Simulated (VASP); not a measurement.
# CoW3 (Pmma) in VASP: single point with PBEsol

Aim: the single point of CoW3 with PBEsol.

Program: VASP 6.6.1. These are calculated values, not measurements. Logs are shortened: lines on timing, memory, paths and dates and some standing lists are left out, and cuts for length are marked.

### 1 The cell of the first run

The structure is orthorhombic, space group Pmma (No. 51). The conventional cell has a = 7.716 Å, b = 3.858 Å, c = 3.858 Å, α = 90.00°, β = 90.00°, γ = 90.00°. Co (site symmetry 2/m) has 12 W at 2.52 to 2.95 Å within 3.3 Å. W (site symmetry mm2) has 4 Co at 2.52 to 2.95 Å and 8 W at 2.71 to 2.74 Å within 3.3 Å. W (site symmetry mm2) has 8 W at 2.54 to 2.93 Å and 4 Co at 2.74 Å within 3.3 Å. Within 3.3 Å of W (site symmetry 2/m) lie 8 W at 2.54 to 2.93 Å and 4 Co at 2.73 Å.

### 2 Single point, PBEsol (atoms displaced along a vibrational mode)

File INCAR:

```
PREC = Accurate ; ENCUT = 520
EDIFF = 1E-6 ; ISMEAR = 0
SIGMA = 0.15 ; LREAL = F
LASPH = T ; NELM = 60
ALGO = Fast ; ISIF = 2
LWAVE = F ; LCHARG = T
GGA = PS ; LELF = T
LVHAR = T ; NBANDS = 61
```

File KPOINTS:

```
Automatic mesh
0
Gamma
  12 12 6
```

File POSCAR:

```
CoW3
1.0
    3.8582449768      0.0000000000      0.0000000000
    0.0000000000      3.8582449768      0.0000000000
    0.0000000000      0.0000000000      7.7164899537
Co W
2 6
Direct
    0.0000000000      0.0000000000      0.5000000000
    0.0000000000      0.0000000000      0.0000000000
    0.0000000000      0.5777555603      0.2500000000
    0.0000000000      0.4222444397      0.7500000000
    0.5000000000      0.0725928305      0.2500000000
    0.5000000000     -0.0725928305      0.7500000000
    0.5000000000      0.5000000000      0.5000000000
    0.5000000000      0.5000000000      0.0000000000
```

Potentials or basis: VASP PAW PBE potentials, release 64 (Co, W_sv).

On the command line:

```bash
$ cat potpaw_PBE.64/Co/POTCAR potpaw_PBE.64/W_sv/POTCAR > POTCAR
$ mpirun -np 1 vasp_std > vasp.out
```

OUTCAR:

```text
PREC = Accurate
   ENCUT = 520
   EDIFF = 1E-6
   ISMEAR = 0
   LREAL = F
   LASPH = T
   NELM = 60
   ISIF = 2
   GGA = PS

 ion  position               nearest neighbor table
   1  0.000  0.000  0.500-   3 2.52   4 2.52   7 2.73   7 2.73   7 2.73   7 2.73   5 2.74   6 2.74
                             5 2.74   6 2.74   4 2.95   3 2.95
   2  0.000  0.000  0.000-   3 2.52   4 2.52   8 2.73   8 2.73   8 2.73   8 2.73   5 2.74   6 2.74
                             5 2.74   6 2.74   4 2.95   3 2.95
   3  0.000  0.578  0.250-   1 2.52   2 2.52   5 2.71   5 2.71   5 2.74   5 2.74   8 2.74   7 2.74
                             8 2.74   7 2.74   2 2.95   1 2.95
   4  0.000  0.422  0.750-   1 2.52   2 2.52   6 2.71   6 2.71   6 2.74   6 2.74   7 2.74   8 2.74
                             7 2.74   8 2.74   1 2.95   2 2.95
   5  0.500  0.073  0.250-   7 2.54   8 2.54   3 2.71   3 2.71   3 2.74   3 2.74   2 2.74   1 2.74
                             2 2.74   1 2.74   7 2.93   8 2.93
   6  0.500  0.927  0.750-   7 2.54   8 2.54   4 2.71   4 2.71   4 2.74   4 2.74   1 2.74   2 2.74
                             1 2.74   2 2.74   7 2.93   8 2.93
   7  0.500  0.500  0.500-   5 2.54   6 2.54   1 2.73   1 2.73   1 2.73   1 2.73   4 2.74   3 2.74
                             4 2.74   3 2.74   5 2.93   6 2.93
   8  0.500  0.500  0.000-   5 2.54   6 2.54   2 2.73   2 2.73   2 2.73   2 2.73   4 2.74   3 2.74
                             4 2.74   3 2.74   5 2.93   6 2.93

  LATTYP: Found a simple tetragonal cell.
 ALAT       =     3.8582449768
 C/A-ratio  =     2.0000000000

  Lattice vectors:

 A1 = (   3.8582449768,   0.0000000000,   0.0000000000)
 A2 = (   0.0000000000,   3.8582449768,   0.0000000000)
 A3 = (   0.0000000000,   0.0000000000,   7.7164899537)

Analysis of symmetry for initial positions (statically):
=====================================================================
 Subroutine PRICEL returns:
 Original cell was already a primitive cell.

 Routine SETGRP: Setting up the symmetry group for a
 simple tetragonal supercell.

 Subroutine GETGRP returns: Found  8 space group operations
 (whereof  4 operations were pure point group operations)
 out of a pool of 16 trial point group operations.

The static configuration has the point symmetry C_2h.
 The point group associated with its full space group is D_2h.

Analysis of symmetry for dynamics (positions and initial velocities):
=====================================================================
 Subroutine PRICEL returns:
 Original cell was already a primitive cell.

 Routine SETGRP: Setting up the symmetry group for a
 simple tetragonal supercell.

 Subroutine GETGRP returns: Found  8 space group operations
 (whereof  4 operations were pure point group operations)
 out of a pool of 16 trial point group operations.

[... 120 lines left out ...]
   ISYM   =      2    0-nonsym 1-usesym 2-fastsym
   POTIM  = 0.5000    time-step for ionic-motion
   TEBEG  =    0.0;   TEEND  =   0.0 temperature during run
   PSTRESS=    0.0 pullay stress
   NELECT =     102.0000    total number of electrons
   NUPDOWN=      -1.0000    fix difference up-down
   EMIN   =  10.00;   EMAX   =-10.00  energy-range for DOS
   EFERMI =   0.00;   METHOD = LEGACY
   ISMEAR =     0;   SIGMA  =   0.15  broadening in eV -4-tet -1-fermi 0-gaus
   EFERMI_NEDOS =   21; number of points for ismear=-14 and -15
   IALGO  =     68    algorithm
   IMIX   =      4    mixing-type and parameters
     AMIX     =   0.40;   BMIX     =  1.00
     AMIX_MAG =   1.60;   BMIX_MAG =  1.00
  volume/ion in A,a.u.               =      14.36        96.90
  Fermi-wavevector in a.u.,A,eV,Ry     =   1.573530  2.973541 33.687989  2.475997
  Thomas-Fermi vector in A             =   2.674801
   LORBIT       =      0    0 simple, 1 ext, 2 COOP (PROOUT), +10 PAW based schemes
   GGA     = PS    functional components
   LHFCALC =     F    Hartree Fock is set to
   AEXX    =    0.0000 exact exchange contribution
   IVDW    =     0    specifies the selected vdW correction
   LEPSILON=     F    determine dielectric tensor
   LRPA    =     F    only Hartree local field effects (RPA)
 non-spin polarized calculation
 RMM-DIIS sequential band-by-band and
 Gauss-broadening in eV      SIGMA  =   0.15
  energy-cutoff  :      520.00
  volume of cell :      114.87
 maximum number of plane-waves:      3116
 NGX is ok and might be reduce to    30
   NGX = 15   NGY = 15   NGZ = 29

 number of electron     102.0000036 magnetization

 Free energy of the ion-electron system (eV)
  ---------------------------------------------------
  ext. energy  EPLUGINS =         0.00000000
  ---------------------------------------------------
  free energy    TOTEN  =       -95.24272695 eV

  energy without entropy =      -95.13426042  energy(sigma->0) =      -95.18849368

 E-fermi :  10.9108     XC(G=0): -13.7949

 val. band max:       10.9105199520   @ k =   0.5000   0.0833   0.0000
 cond. band min:      10.9118244420   @ k =   0.1667   0.0000   0.5000
 fundamental gap:      0.0013044900
 Fermi energy:        10.9107619426

 k-point     1 :       0.0000    0.0000    0.0000
  band No.  band energies     occupation
      1     -62.7751      2.00000
      2     -62.6990      2.00000
      3     -62.6382      2.00000
      4     -62.5897      2.00000
      5     -62.5701      2.00000
      6     -62.5424      2.00000
[... 1525 lines left out ...]
     60      12.6965      0.00000
     61      13.6095      0.00000

 [... further k-points ...]
[... 5 lines left out ...]
  --------------------------------------------------------------------------------------
  -------------------------------------------------------------------------------------
  Total        1.9044215      3.3078652      6.1269052      0.0000000      0.0000000      0.0000000
  in kB       26.5628246     46.1380242     85.4579264      0.0000000      0.0000000      0.0000000
  external PRESSURE =      52.7195917 kB  Pullay stress =       0.0000000 kB

 VOLUME and BASIS-vectors are now :
 -----------------------------------------------------------------------------
  energy-cutoff  :      520.00
  volume of cell :      114.87
      direct lattice vectors                 reciprocal lattice vectors
     3.858244977  0.000000000  0.000000000     0.259185201  0.000000000  0.000000000
     0.000000000  3.858244977  0.000000000     0.000000000  0.259185201  0.000000000
     0.000000000  0.000000000  7.716489954     0.000000000  0.000000000  0.129592601

 POSITION                                       TOTAL-FORCE (eV/Angst)
 -----------------------------------------------------------------------------------
      0.00000      0.00000      3.85824         0.000000     -0.000000      0.000000
      0.00000      0.00000      0.00000         0.000000     -0.000000      0.000000
      0.00000      2.22912      1.92912        -0.000000     -1.765725     -0.000000
      0.00000      1.62912      5.78737         0.000000      1.765725      0.000000
      1.92912      0.28008      1.92912         0.000000     -1.893836      0.000000
      1.92912      3.57816      5.78737         0.000000      1.893836      0.000000
      1.92912      1.92912      3.85824         0.000000     -0.000000      0.000000
      1.92912      1.92912      0.00000         0.000000     -0.000000      0.000000
 -----------------------------------------------------------------------------------
    total drift:                                0.000000      0.000000      0.000000

  FREE ENERGIE OF THE ION-ELECTRON SYSTEM (eV)
  ---------------------------------------------------
  free  energy   TOTEN  =       -95.2427269475 eV

  energy  without entropy=      -95.1342604179  energy(sigma->0) =      -95.18849368
```

OSZICAR:

```text
N       E                     dE             d eps       ncg     rms          rms(c)
DAV:   1     0.140246637879E+04    0.14025E+04   -0.55347E+04 23976   0.204E+03
DAV:   2     0.243809056218E+02   -0.13781E+04   -0.13478E+04 23959   0.645E+02
DAV:   3    -0.911427769609E+02   -0.11552E+03   -0.10651E+03 25477   0.180E+02
[... 15 lines left out ...]
RMM:  19    -0.952427024561E+02    0.72581E-04   -0.86196E-04 35688   0.655E-02    0.476E-02
RMM:  20    -0.952427260838E+02   -0.23628E-04   -0.20023E-04 32467   0.315E-02    0.379E-02
RMM:  21    -0.952427260684E+02    0.15356E-07   -0.47369E-05 29795   0.172E-02    0.193E-02
RMM:  22    -0.952427265734E+02   -0.50498E-06   -0.21590E-05 26835   0.997E-03    0.346E-03
RMM:  23    -0.952427269475E+02   -0.37410E-06   -0.40003E-06 20376   0.603E-03
   1 F= -.95242727E+02 E0= -.95188494E+02  d E =-.108467E+00
```

stdout:

```text
POSCAR found type information on POSCAR CoW
 POSCAR found :  2 types and       8 ions
 scaLAPACK will be used
 -----------------------------------------------------------------------------
|                                                                             |
|                                                                             |
|     You enforced a specific xc type in the INCAR file but a different       |
|     I HOPE YOU KNOW WHAT YOU ARE DOING!                                     |
|                                                                             |
 -----------------------------------------------------------------------------

 LDA part: xc-table for (Slater+PW92), standard interpolation
 POSCAR, INCAR and KPOINTS ok, starting setup
 FFT: planning ... GRIDC
 FFT: planning ... GRID_SOFT
 FFT: planning ... GRID
 WAVECAR not read
 entering main loop
```

It took 72 min on 1 thread of Oxide Virtual Turin-like, shared host; peak memory 0.94 GiB.

What came out:

```
Free energy            : -95.2427 eV
Pressure               : 5.3 GPa
Largest force          : 1.894 eV/Å
Band gap on the k mesh : zero (bands 51 and 52 overlap by 1.51 eV)
```

Forces in eV/Å, atoms in the order of the input:
```
Co   0.000  0.000  0.000
Co   0.000  0.000  0.000
W    0.000 -1.766  0.000
W    0.000  1.766  0.000
W    0.000 -1.894  0.000
W    0.000  1.894  0.000
W    0.000  0.000  0.000
W    0.000  0.000  0.000
```

Stress tensor (GPa, compression positive):
```
2.66 0.00 0.00
0.00 4.61 0.00
0.00 0.00 8.55
```

Levels at points of the mesh, in eV from the Fermi level:
```tsv
k point	band 48	band 49	band 50	band 51	band 52	band 53	band 54	band 55
(0.00, 0.00, 0.00)	0.42	0.43	0.50	0.61	0.81	1.24	1.84	1.90
(0.50, 0.00, 0.00)	-1.08	-0.15	0.14	0.20	0.36	0.62	0.69	0.76
(0.00, 0.50, 0.00)	-1.16	-0.72	-0.11	0.20	0.52	0.63	0.69	0.71
(0.50, 0.50, 0.00)	-0.80	-0.22	0.31	0.45	0.65	0.69	0.93	0.93
(0.00, 0.00, 0.50)	0.07	0.52	0.52	0.91	0.91	1.39	1.39	2.43
(0.50, 0.00, 0.50)	-1.20	-0.45	-0.45	0.13	0.13	0.77	0.77	1.09
(0.00, 0.50, 0.50)	-1.11	-0.49	-0.49	0.20	0.20	0.26	0.26	0.91
(0.50, 0.50, 0.50)	-0.89	-0.61	-0.61	-0.24	-0.24	-0.11	-0.11	0.24
```

Caveat: the cell differs from its parent crystal (atoms displaced along a vibrational mode); the cell stands under pressure; the PAW data sets were made with another functional, which shifts forces and pressure a little; spin-orbit coupling is left out, which moves the levels of the heavy elements; the run has no spin polarisation, though such a crystal can be magnetic.
